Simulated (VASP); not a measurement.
# Al4B3P (P1) in VASP: relaxation of cell and atoms with PBE

Aim: the relaxation of cell and atoms of Al4B3P with PBE.

Everything below comes from runs of VASP 6.6.1. Logs are shortened: lines on timing, memory, paths and dates and some standing lists are left out, and cuts for length are marked.

## 1. The cell of the first run

The typed cell holds 8 atoms: a = 3.445 Å, b = 3.504 Å, c = 9.721 Å, α = 88.86°, β = 89.70°, γ = 119.75°.

## 2. Relaxation of cell and atoms, PBE

INCAR

```
SYSTEM = Al4B3P
  PREC = Accurate
  ENCUT = 600
  EDIFF = 1E-6
  ISMEAR = 0
  SIGMA = 0.2
  LREAL = .False.
  LASPH = .True.
  NELM = 80
  ALGO = Normal
  ISIF = 3
  LWAVE = .False.
  LCHARG = .False.
  GGA = PE
  IBRION = 2
  NSW = 80
  EDIFFG = -0.025
```

KPOINTS

```
Automatic mesh
0
Gamma
  6 6 2
  0 0 0
```

POSCAR

```
Al4B3P
1.0
    3.4451372251     -0.0094413707      0.0093518749
   -1.7307450794      3.0468566949      0.0348665697
    0.0256074201      0.1250261073      9.7200549517
Al B P
4 3 1
Direct
    0.6891185898      0.3641180597      0.3320370609
    0.6752665594      0.3358419769      0.8679597492
    0.3337671941      0.6806220413      0.6521454295
    0.3332739081      0.6494009945      0.1249332405
   -0.0102853428     -0.0020011670      0.0029270453
    0.9996528550     -0.0070795930      0.8293965575
   -0.0075163985      0.9846367677      0.1862574606
    0.9867226349     -0.0055390800      0.5043434565
```

Potentials or basis: VASP PAW PBE potentials, release 64 (Al, B, P).

The run is started by

```sh
> cat potpaw_PBE.64/Al/POTCAR potpaw_PBE.64/B/POTCAR potpaw_PBE.64/P/POTCAR > POTCAR
> mpirun -np 1 vasp_std > vasp.out
```

OUTCAR:

```text
SYSTEM = Al4B3P
   PREC = Accurate
   ENCUT = 600
   EDIFF = 1E-6
   ISMEAR = 0
   LREAL = .False.
   LASPH = .True.
   NELM = 80
   ISIF = 3
   GGA = PE
   IBRION = 2
   NSW = 80
   EDIFFG = -0.025

 ion  position               nearest neighbor table
   1  0.689  0.364  0.332-   7 2.33   7 2.51   7 2.55   8 2.58   8 2.60   8 2.66   4 2.77   4 2.78
                             4 3.00
   2  0.675  0.336  0.868-   6 2.02   6 2.04   6 2.06   5 2.35   5 2.41   5 2.43   3 2.85   3 2.93
                             3 2.93   4 3.19   4 3.21   4 3.21
   3  0.334  0.681  0.652-   8 2.40   8 2.44   8 2.56   6 2.61   6 2.66   6 2.68   2 2.85   2 2.93
                             2 2.93
   4  0.333  0.649  0.125-   7 2.07   7 2.09   7 2.12   5 2.28   5 2.34   5 2.39   1 2.77   1 2.78
                             1 3.00   2 3.19   2 3.21   2 3.21
   5  0.990  0.998  0.003-   6 1.69   7 1.78   4 2.28   4 2.34   2 2.35   4 2.39   2 2.41   2 2.43

   6  1.000  0.993  0.829-   5 1.69   2 2.02   2 2.04   2 2.06   3 2.61   3 2.66   3 2.68
   7  0.992  0.985  0.186-   5 1.78   4 2.07   4 2.09   4 2.12   1 2.33   1 2.51   1 2.55
   8  0.987  0.994  0.504-   3 2.40   3 2.44   3 2.56   1 2.58   1 2.60   1 2.66

  LATTYP: Found a triclinic cell.
 ALAT       =     5.9826615624
 B/A-ratio  =     0.5758578885
 C/A-ratio  =     1.9390704510
 COS(alpha) =     0.0016238293
 COS(beta)  =     0.2791535924
 COS(gamma) =     0.8610445825

  Lattice vectors:

 A1 = (  -5.1595293708,  -3.0279739535,  -0.0535703195)
 A2 = (  -3.4451372251,   0.0094413707,  -0.0093518749)
 A3 = (  -0.0092544864,  -6.2092981264,  -9.7991399660)

Analysis of symmetry for initial positions (statically):
=====================================================================
 Subroutine PRICEL returns:
 Original cell was already a primitive cell.

 Routine SETGRP: Setting up the symmetry group for a
 triclinic supercell.

 Subroutine GETGRP returns: Found  1 space group operations
 (whereof  1 operations were pure point group operations)
 out of a pool of  2 trial point group operations.

The static configuration has the point symmetry C_1 .

Analysis of symmetry for dynamics (positions and initial velocities):
=====================================================================
 Subroutine PRICEL returns:
 Original cell was already a primitive cell.

 Routine SETGRP: Setting up the symmetry group for a
 triclinic supercell.

 Subroutine GETGRP returns: Found  1 space group operations
 (whereof  1 operations were pure point group operations)
 out of a pool of  2 trial point group operations.

The dynamic configuration has the point symmetry C_1 .

 Subroutine INISYM returns: Found  1 space group operations
 (whereof  1 operations are pure point group operations),
 and found     1 'primitive' translations

----------------------------------------------------------------------------------------

                                     Primitive cell

  volume of cell :     101.8532

  direct lattice vectors                    reciprocal lattice vectors
     3.445137225 -0.009441371  0.009351875     0.290724713  0.165177164 -0.002890536
    -1.730745079  3.046856695  0.034866570     0.000912488  0.328773853 -0.004231322
     0.025607420  0.125026107  9.720054952    -0.000282986 -0.001338257  0.102898036

  length of vectors
     3.445162855  3.504287364  9.720892733     0.334384075  0.328802347  0.102907127

  position of ions in fractional coordinates (direct lattice)
     0.689118590  0.364118060  0.332037061
     0.675266559  0.335841977  0.867959749
     0.333767194  0.680622041  0.652145430
     0.333273908  0.649400994  0.124933240
     0.989714657  0.997998833  0.002927045
     0.999652855  0.992920407  0.829396557
     0.992483601  0.984636768  0.186257461
     0.986722635  0.994460920  0.504343457

  ion indices of the primitive-cell ions
   primitive index   ion index
                 1           1
                 2           2
                 3           3
                 4           4
                 5           5
                 6           6
                 7           7
                 8           8

----------------------------------------------------------------------------------------

 KPOINTS: Automatic mesh

Automatic generation of k-mesh.
 Grid dimensions read from file:
 generate k-points for:    6    6    2

 Generating k-lattice:

  Cartesian coordinates                     Fractional coordinates (reciprocal lattice)
     0.048454119  0.027529527 -0.000481756     0.166666667  0.000000000  0.000000000
     0.000152081  0.054795642 -0.000705220     0.000000000  0.166666667  0.000000000
    -0.000141493 -0.000669129  0.051449018     0.000000000  0.000000000  0.500000000

  Length of vectors
     0.055730679  0.054800391  0.051453564

  Shift w.r.t. Gamma in fractional coordinates (k-lattice)
     0.000000000  0.000000000  0.000000000

 Subroutine IBZKPT returns following result:
 ===========================================

 Found     40 irreducible k-points:

 Following reciprocal coordinates:
            Coordinates               Weight
  0.000000  0.000000  0.000000      1.000000
  0.166667 -0.000000  0.000000      2.000000
  0.333333 -0.000000  0.000000      2.000000
  0.500000 -0.000000  0.000000      1.000000
  0.000000  0.166667  0.000000      2.000000
  0.166667  0.166667  0.000000      2.000000
[... 16 lines left out ...]
  0.333333  0.000000  0.500000      2.000000
  0.500000 -0.000000  0.500000      1.000000
 [... further k-points ...]
   k-points           NKPTS =     40   k-points in BZ     NKDIM =     40   number of bands    NBANDS=     18
   number of dos      NEDOS =    301   number of ions     NIONS =      8
   total plane-waves  NPLWV =  62720
   dimension x,y,z NGX =    28 NGY =   28 NGZ =   80
   dimension x,y,z NGXF=    56 NGYF=   56 NGZF=  160
   ions per type =               4   3   1
   NGX,Y,Z   is equivalent  to a cutoff of  13.51, 13.28, 13.68 a.u.
   NGXF,Y,Z  is equivalent  to a cutoff of  27.02, 26.57, 27.36 a.u.
 SYSTEM =  Al4B3P
   PREC   = accura    normal or accurate (medium, high low for compatibility)
   ISTART =      0    job   : 0-new  1-cont  2-samecut
   ICHARG =      2    charge: 1-file 2-atom 10-const
   ISPIN  =      1    spin polarized calculation?
   LNONCOLLINEAR =      F non collinear calculations
   LSORBIT =      F    spin-orbit coupling
   LASPH  =      T    aspherical Exc in radial PAW
   ENCUT  =  600.0 eV  44.10 Ry    6.64 a.u.   6.88  7.00 19.42*2*pi/ulx,y,z
   NELM   =     80;   NELMIN=  2; NELMDL= -5     # of ELM steps
   EDIFF  = 0.1E-05   stopping-criterion for ELM
   LREAL  =      F    real-space projection
   EDIFFG = -.3E-01   stopping-criterion for IOM
   NSW    =     80    number of steps for IOM
   IBRION =      2    ionic relax: 0-MD 1-quasi-New 2-CG
   NFREE  =      1    steps in history (QN), initial steepest desc. (CG)
   ISIF   =      3    stress and relaxation
   ISYM   =      2    0-nonsym 1-usesym 2-fastsym
   POTIM  = 0.5000    time-step for ionic-motion
   TEBEG  =    0.0;   TEEND  =   0.0 temperature during run
   PSTRESS=    0.0 pullay stress
   NELECT =      26.0000    total number of electrons
   NUPDOWN=      -1.0000    fix difference up-down
   EMIN   =  10.00;   EMAX   =-10.00  energy-range for DOS
   EFERMI =   0.00;   METHOD = LEGACY
   ISMEAR =     0;   SIGMA  =   0.20  broadening in eV -4-tet -1-fermi 0-gaus
   EFERMI_NEDOS =   21; number of points for ismear=-14 and -15
   IALGO  =     38    algorithm
   IMIX   =      4    mixing-type and parameters
     AMIX     =   0.40;   BMIX     =  1.00
     AMIX_MAG =   1.60;   BMIX_MAG =  1.00
  volume/ion in A,a.u.               =      12.73        85.92
  Fermi-wavevector in a.u.,A,eV,Ry     =   1.038503  1.962486 14.673720  1.078488
  Thomas-Fermi vector in A             =   2.172990
   LORBIT       =      0    0 simple, 1 ext, 2 COOP (PROOUT), +10 PAW based schemes
   GGA     = PE    functional components
   LHFCALC =     F    Hartree Fock is set to
   AEXX    =    0.0000 exact exchange contribution
   IVDW    =     0    specifies the selected vdW correction
   LEPSILON=     F    determine dielectric tensor
   LRPA    =     F    only Hartree local field effects (RPA)
 conjugate gradient relaxation of ions
 non-spin polarized calculation
 Gauss-broadening in eV      SIGMA  =   0.20
  energy-cutoff  :      600.00
  volume of cell :      101.85
 maximum number of plane-waves:      3414
   NGX = 13   NGY = 13   NGZ = 39

--------------------------------------- Ionic step        1  -------------------------------------------

 number of electron      26.0000000 magnetization

 Free energy of the ion-electron system (eV)
  ---------------------------------------------------
  ext. energy  EPLUGINS =         0.00000000
  ---------------------------------------------------
  free energy    TOTEN  =       -39.23765166 eV

  energy without entropy =      -39.19944785  energy(sigma->0) =      -39.21854976

------------------------ aborting loop because EDIFF is reached ----------------------------------------

  FORCE on cell =-STRESS in cart. coord.  units (eV):
  Direction    XX          YY          ZZ          XY          YZ          ZX
  --------------------------------------------------------------------------------------
  -------------------------------------------------------------------------------------
  Total        4.3698788      1.7268057     -1.3345417      0.7049894     -1.0375744     -0.1534741
  in kB       68.7393003     27.1630905    -20.9926789     11.0896625    -16.3213075     -2.4141865
  external PRESSURE =      24.9699040 kB  Pullay stress =       0.0000000 kB
[... 107 lines left out ...]
  FREE ENERGIE OF THE ION-ELECTRON SYSTEM (eV)
  ---------------------------------------------------
  free  energy   TOTEN  =       -39.3779953945 eV

  energy  without entropy=      -39.3337809863  energy(sigma->0) =      -39.35588819

[... ionic steps 4 to 51 ...]

--------------------------------------- Ionic step       52  -------------------------------------------

 number of electron      26.0000000 magnetization

------------------------ aborting loop because EDIFF is reached ----------------------------------------
[... 79 lines left out ...]
--------------------------------------- Ionic step       54  -------------------------------------------

 number of electron      26.0000000 magnetization

 Free energy of the ion-electron system (eV)
  ---------------------------------------------------
  ext. energy  EPLUGINS =         0.00000000
  ---------------------------------------------------
  free energy    TOTEN  =       -40.26339235 eV

  energy without entropy =      -40.23339946  energy(sigma->0) =      -40.24839590

 E-fermi :   7.9723     XC(G=0): -10.7476

 val. band max:        7.9709274334   @ k =   0.0000   0.0000   0.0000
 cond. band min:       8.0244766555   @ k =   0.0000   0.0000   0.0000
 fundamental gap:      0.0535492221
 Fermi energy:         7.9722843375

 k-point     1 :       0.0000    0.0000    0.0000
  band No.  band energies     occupation
      1      -5.4517      2.00000
      2      -4.3289      2.00000
      3      -3.4283      2.00000
      4       0.8528      2.00000
      5       1.0692      2.00000
      6       5.7553      2.00000
[... 481 lines left out ...]
      5       0.5556      2.00000
      6       1.3691      2.00000
[... 10 lines left out ...]
     17      10.2085      0.00000
     18      11.5446      0.00000

 [... further k-points ...]

------------------------ aborting loop because EDIFF is reached ----------------------------------------

  FORCE on cell =-STRESS in cart. coord.  units (eV):
  Direction    XX          YY          ZZ          XY          YZ          ZX
  --------------------------------------------------------------------------------------
  -------------------------------------------------------------------------------------
  Total       -0.0072376     -0.0583935     -0.0315540      0.0265701      0.0029390     -0.0057280
  in kB       -0.1166909     -0.9414684     -0.5087390      0.4283849      0.0473853     -0.0923513
  external PRESSURE =      -0.5222994 kB  Pullay stress =       0.0000000 kB
[... 23 lines left out ...]
  FREE ENERGIE OF THE ION-ELECTRON SYSTEM (eV)
  ---------------------------------------------------
  free  energy   TOTEN  =       -40.2633923477 eV

  energy  without entropy=      -40.2333994610  energy(sigma->0) =      -40.24839590

 reached required accuracy - stopping structural energy minimisation
```

Wall time 68 min (1 thread of Intel Xeon 8259CL, shared host); peak memory 0.3 GiB.

What came out:

```yaml
Free_energy: -40.2634 eV
Relaxed_volume: 12.42 Å³/atom
Relaxed_cell: a = 3.506 Å, b = 3.513 Å, c = 9.546 Å, α = 89.99°, β = 79.30°, γ = 120.09°
Space_group_after_relaxing_to_0.1_Å: R-3m (No. 166)
Energy_gained_by_relaxing: 128.2 meV/atom
Ionic_steps: 54
Pressure_after_relaxing: -0.1 GPa
Largest_force_after_relaxing: 0.018 eV/Å
Band_gap_on_the_k_mesh: zero (bands 13 and 14 overlap by 2.50 eV)
```

Forces on the atoms (eV/Å):
```
Al   0.003 -0.004  0.006
Al   0.006 -0.008  0.001
Al  -0.008  0.012 -0.009
Al  -0.009  0.005 -0.006
B   -0.004 -0.014  0.002
B    0.007  0.000  0.000
B   -0.007 -0.005  0.007
P    0.011  0.015  0.000
```

The path:
```csv
step,energy change (eV),largest force (eV/Å),pressure (GPa),volume (Å³)
1,0.0000,0.7559,2.50,101.85
3,-0.1403,0.3284,-1.32,104.87
5,-0.1796,0.2680,0.97,102.81
7,-0.1953,0.1571,-0.19,103.53
9,-0.2087,0.2019,-0.26,103.56
11,-0.2242,0.3152,1.17,102.27
13,-0.2341,0.3426,1.20,102.22
15,-0.2732,0.5393,1.52,101.99
17,-0.2852,0.7641,1.91,101.82
19,-0.3305,0.7585,1.11,102.62
21,-0.3947,0.9170,-0.12,104.03
23,-0.4604,0.9761,-1.23,106.10
25,-0.5411,0.4149,-0.18,104.88
27,-0.5973,0.2547,-0.03,105.20
29,-0.6235,0.2094,-0.60,105.63
31,-0.6640,0.3056,0.08,104.68
33,-0.7102,0.6702,-0.17,103.17
35,-0.7383,0.4426,-0.22,103.27
37,-0.8552,0.6666,-0.35,100.60
39,-0.8977,0.4581,0.59,99.53
41,-0.9727,0.4830,-1.10,100.65
43,-1.0025,0.2178,0.52,99.33
45,-1.0095,0.1652,-0.41,99.88
47,-1.0172,0.1361,0.30,99.16
49,-1.0221,0.1195,-0.07,99.37
51,-1.0247,0.0543,-0.02,99.35
53,-1.0254,0.0342,0.05,99.31
54,-1.0257,0.0182,-0.05,99.37
```

Final structure:
```xyz
8
Lattice="3.4899 -0.0185 0.3366 -1.7527 3.0450 -0.0069 0.8680 0.5222 9.4920" Properties=species:S:1:pos:R:3 pbc="T T T"
Al    1.5501    0.6451    3.3571
Al    2.8293    1.3996    8.5561
Al    1.2727    2.5132    6.4654
Al   -0.0027    1.7754    1.2677
B    -0.7736    3.3827    9.4856
B     1.1424    0.4278    7.7362
B     1.6841    2.7475    2.0860
P     3.1524    1.5643    5.0787
```

Levels at points of the mesh, in eV from the Fermi level:
```tsv
k point	band 11	band 12	band 13	band 14	band 15	band 16
(0.00, 0.00, 0.00)	0.00	0.05	1.03	3.13	3.21	3.25
(0.50, 0.00, 0.00)	-1.97	-1.73	-0.85	-0.35	0.72	1.77
(0.00, 0.50, 0.00)	-2.43	-2.29	-0.95	0.26	0.61	1.12
(0.50, 0.50, 0.00)	-2.42	-2.30	-0.94	0.26	0.61	1.12
(0.00, 0.00, 0.50)	0.17	0.23	1.61	3.05	3.07	3.60
(0.50, 0.00, 0.50)	-2.46	-2.31	-0.98	0.21	0.58	1.09
(0.00, 0.50, 0.50)	-1.94	-1.69	-0.83	-0.34	0.74	1.80
(0.50, 0.50, 0.50)	-1.93	-1.68	-0.83	-0.34	0.74	1.80
```

The gap in the log of VASP goes by the Fermi energy; the results here count the filled bands.